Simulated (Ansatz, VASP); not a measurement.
# Co2Br in VASP and in Ansatz

```xyz
6
Lattice="3.3932 0.0000 0.0000 0.0000 3.3932 0.0000 0.0000 0.0000 9.9116" Properties=species:S:1:pos:R:3 pbc="T T T"
Co    0.0000    0.0000    0.0000
Co    1.6966    1.6966    0.0000
Co    0.0000    1.6966    1.7266
Co    1.6966    0.0000    8.1850
Br    0.0000    1.6966    6.8353
Br    1.6966    0.0000    3.0763
```

Alike in both runs: functional PBE; k mesh 6 × 6 × 2; occupations gaussian, width 0.1 eV; collinear spin.

Ansatz relaxed the structure, and its values are those at the end. VASP's run is a single point on that final structure, the one shown.

```csv
,VASP,Ansatz
version,VASP 6.6.1,Ansatz 0.2.0
potentials or method,"VASP PAW PBE potentials, release 64 (Co, Br), cutoff 520 eV","scalar-relativistic, plane waves, PAW"
valence electrons in the cell,50,82
```

|  | VASP | Ansatz | Ansatz less VASP |
| --- | --- | --- | --- |
| gap on the k mesh at the Fermi level (eV) | none | none | - |
| pressure (GPa) | -0.2 | 0.1 | +0.29 |
| rms of the force components (eV/Å) | 0.013 | 0.003 | -0.0101 |
| net moment per atom (μB) | 1.41 | 1.42 | +0.015 |
| size of the moment on the site where the two differ most (μB) | 1.91 | 1.96 | +0.054 |

Site moments also hang on the region over which each program counts them. A gap of «none» marks a metal or a gap that the smearing closes. VASP's potentials hold 50 valence electrons a cell and Ansatz's 82, so a difference there can come from the potentials and not from the codes.
